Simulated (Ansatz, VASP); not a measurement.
CsEu in VASP and in Ansatz

POSCAR

```
CsEu
1.0
    4.4644198800      0.0000000000      0.0000000000
   -2.2322099400      3.8663010300      0.0000000000
    0.0000000000      0.0000000000      8.0086310000
Cs Eu
1 1
Direct
    0.0000000000      0.0000000000      0.5000000000
    0.6666666667      0.3333333333      0.0000000000
```

The input INCAR.step1:

```
SYSTEM = CsEu
PREC     = Accurate       ! precision mode
ENCUT    = 520            ! plane-wave cutoff, eV
ISMEAR   = 1              ! smearing method
SIGMA    = 0.3            ! smearing width, eV
LREAL    = .False.        ! projectors in reciprocal space
LASPH    = .True.         ! aspherical terms in the spheres
NELM     = 150            ! most SCF steps
ISPIN    = 2              ! spin polarisation
MAGMOM   = 0 7            ! initial moments
LMAXMIX  = 6              ! l up to which the mixer works
NBANDS   = 24             ! bands
GGA      = PE             ! functional
ALGO     = Normal         ! electronic algorithm
EDIFF    = 1E-4           ! SCF threshold, eV
LWAVE    = .True.         ! write WAVECAR
LCHARG   = .False.        ! write CHGCAR
```

File INCAR.step2:

```
SYSTEM = CsEu
PREC     = Accurate       ! precision mode
ENCUT    = 520            ! plane-wave cutoff, eV
EDIFF    = 1E-6           ! SCF threshold, eV
ISMEAR   = 1              ! smearing method
SIGMA    = 0.3            ! smearing width, eV
LREAL    = .False.        ! projectors in reciprocal space
LASPH    = .True.         ! aspherical terms in the spheres
NELM     = 150            ! most SCF steps
ALGO     = Normal         ! electronic algorithm
ISIF     = 2              ! what is computed and relaxed
LWAVE    = .False.        ! write WAVECAR
LCHARG   = .False.        ! write CHGCAR
ISPIN    = 2              ! spin polarisation
MAGMOM   = 0 7            ! initial moments
LORBIT   = 11             ! projections on sites
LMAXMIX  = 6              ! l up to which the mixer works
METAGGA  = R2SCAN         ! meta-GGA
LMIXTAU  = .True.       
NBANDS   = 24             ! bands
ISTART   = 1
```

KPOINTS

```
regular mesh
0
Gamma
  6 6 3
  0 0 0
```

Input for Ansatz:

```yaml
crystal:
  lattice:
    - [4.46441988, 0.0, 0.0]
    - [-2.23220994, 3.86630103, 0.0]
    - [0.0, 0.0, 8.008631]
  atoms:
    - { symbol: Cs, position: [0.0, 0.0, 0.5] }
    - { symbol: Eu, position: [0.6666666666666666, 0.3333333333333333, 0.0] }
basis:
  ecutwfc: 630.0
kpoints:
  mp_grid:
    grid: [6, 6, 3]
    shift: [0.0, 0.0, 0.0]
hamiltonian:
  xc: r2scan
  pseudopotentials:
    kind: paw
magnetization:
  spin_polarized: true
  per_species:
    Eu: 7.0
scf:
  convergence:
    dr2_threshold: 1.0e-08
  occupations:
    method: cold
    width: 0.3
output:
  stress: true
```

Alike in both runs: task single point; functional r2SCAN; k mesh 6 × 6 × 3; collinear spin.

|  | VASP | Ansatz |
| --- | --- | --- |
| version | VASP 6.6.1 | Ansatz 0.2.0 |
| potentials or method | VASP PAW PBE potentials, release 64 (Cs_sv, Eu), cutoff 520 eV | plane waves, PAW |
| occupations | methfessel-paxton of order 1, width 0.3 eV | cold, width 0.3 eV |
| valence electrons in the cell | 26 | 26 |

Ansatz gave:

* pressure (GPa): -0.1
* traceless stress, the component that is largest in VASP (GPa): 0.08
* net moment per atom (μB): 3.92
* size of the moment on the site where the two differ most (μB): 7.23

Estimate VASP's values.

pressure (GPa): -0.2; traceless stress, the component that is largest in VASP (GPa): 0.17; net moment per atom (μB): 3.93; size of the moment on the site where the two differ most (μB): 6.70.

VASP's potentials were made for PBE, not for r2SCAN. Site moments also hang on the region over which each program counts them. Ansatz's warnings: stability check not made, stress scf threshold loose.

Neither program's run includes spin-orbit coupling.
